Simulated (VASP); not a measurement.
Crystal: SiC (Moissanite 3C).

```
CELL_PARAMETERS angstrom
0.00000 2.17900 2.17900
2.17900 0.00000 2.17900
2.17900 2.17900 0.00000
ATOMIC_POSITIONS crystal
Si 0.00000 0.00000 0.00000
C 0.75000 0.75000 0.75000
```

Program: VASP 6.6.1. Alike in all runs: task single point; potentials or basis VASP PAW PBE potentials, release 64 (Si, C); no spin polarisation; cell as given; k mesh 10 × 10 × 10. Hardware: 1 thread of Intel(R) Xeon(R) Platinum 8488C (Sapphire Rapids) (shared host).

**Question.** Order these runs on this cell by their wall time, lowest first.
A. level PBE; cutoff (eV) 600; smearing fermi-dirac 0.02 eV
B. level r2SCAN; cutoff (eV) 660; smearing fermi-dirac 0.05 eV
C. level PBEsol; cutoff (eV) 520; smearing fermi-dirac 0.05 eV

**Answer.** C (4.5 s), A (10 s), B (49 s).
